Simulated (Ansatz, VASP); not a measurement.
## One calculation of GaCo, two programs

```
Ga Co
1.0
     2.85868    0.00000    0.00000
     0.00000    2.85868    0.00000
     0.00000    0.00000    2.85868
Ga Co
1 1
Direct
  0.50000 0.50000 0.50000
  0.00000 0.00000 0.00000
```

Alike in both runs: task single point; functional r2SCAN; k mesh 9 × 9 × 9; occupations tetrahedron; collinear spin; Hubbard terms Co d U = 6.2 eV.

|  | VASP | Ansatz |
| --- | --- | --- |
| version | VASP 6.6.1 | Ansatz 0.2.0 |
| potentials or method | VASP PAW PBE potentials, release 64 (Ga_d, Co_sv) | Ansatz PAW |
| plane-wave cutoff (eV) | 660 | 500 |
| valence electrons in the cell | 30 | 30 |

|  | VASP | Ansatz | Ansatz less VASP |
| --- | --- | --- | --- |
| gap on the k mesh at the Fermi level (eV) | none | none | - |
| pressure (GPa) | 27.2 | 33.3 | +6.03 |
| net moment per atom (μB) | 0.89 | 0.91 | +0.018 |
| size of the moment on the site where the two differ most (μB) | 0.06 | 0.03 | -0.032 |

VASP's potentials were made for PBE, not for r2SCAN. Site moments also hang on the region over which each program counts them. The programs project onto different local orbitals, so the same U acts differently, and such runs can settle in different states. A gap of «none» marks a metal or a gap that the smearing closes.

Noted on Ansatz's run: the magnetic or orbital state may not be the lowest.
